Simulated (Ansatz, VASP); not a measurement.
RbCl in VASP and in Ansatz

File INCAR:

```
PREC = Accurate
ENCUT = 450
EDIFF = 1E-7
ISMEAR = 0
SIGMA = 0.01
LREAL = F
LASPH = T
NELM = 120
ALGO = Normal
ISIF = 2
LWAVE = F
LCHARG = F
GGA = PS
IBRION = 2
NSW = 50
EDIFFG = -0.002
GGA_COMPAT = F
NELMIN = 4
```

KPOINTS

```
regular mesh
0
Gamma
  6 6 6
```

Contents of POSCAR:

```
RbCl
1.0
    0.0163700000      3.2821850000      3.2821850000
    3.2821850000      0.0163700000      3.2821850000
    3.2821850000      3.2821850000      0.0163700000
Rb Cl
1 1
Direct
    0.0000000000      0.0000000000      0.0000000000
    0.5000000000      0.5000000000      0.5000000000
```

Input for Ansatz:

```yaml
crystal:
  lattice:
    - [0.01637, 3.282185, 3.282185]
    - [3.282185, 0.01637, 3.282185]
    - [3.282185, 3.282185, 0.01637]
  atoms:
    - { symbol: Rb, position: [0.0, 0.0, 0.0] }
    - { symbol: Cl, position: [0.5, 0.5, 0.5] }
kpoints:
  mp_grid: { grid: [6, 6, 6] }
scf:
  occupations: { method: fixed }
  convergence: { dr2_threshold: 1.0e-10 }
hamiltonian:
  xc: pbesol
  pseudopotentials: { kind: all_electron, lapw: { basis_error: 0.0005 } }
output:
  forces: true
  stress: true
  eigenstates:
    kpoints:
      - [0.0, 0.0, 0.0]
      - [-0.5, 0.0, -0.5]
      - [0.0, -0.5, -0.5]
      - [-0.5, -0.5, 0.0]
      - [-0.5, 0.0, 0.0]
      - [0.0, -0.5, 0.0]
      - [0.0, 0.0, -0.5]
      - [-0.5, -0.5, -0.5]
relax:
  f_tol: 0.002
  max_steps: 30
```

Change from the starting cell: equal xy, yz and zx engineering shears of +0.5 %.

Alike in both runs: task relaxation of the atoms; functional PBEsol; k mesh 6 × 6 × 6; no spin polarisation.

```csv
,VASP,Ansatz
version,VASP 6.6.1,Ansatz 0.2.0
potentials or method,"VASP PAW PBE potentials, release 64 (Rb_sv, Cl), cutoff 450 eV","all-electron LAPW, scalar-relativistic"
occupations,"gaussian, width 0.01 eV",fixed
```

|  | VASP | Ansatz | Ansatz less VASP |
| --- | --- | --- | --- |
| gap on the k mesh at the Fermi level, each at its own relaxed structure (eV) | 4.88 | 4.89 | +0.005 |

VASP's potentials were made for PBE, not for PBEsol. Ansatz ran all-electron here, and VASP with PAW potentials.

Noted on VASP's run: the relaxation stopped at its first step, so nothing moved.
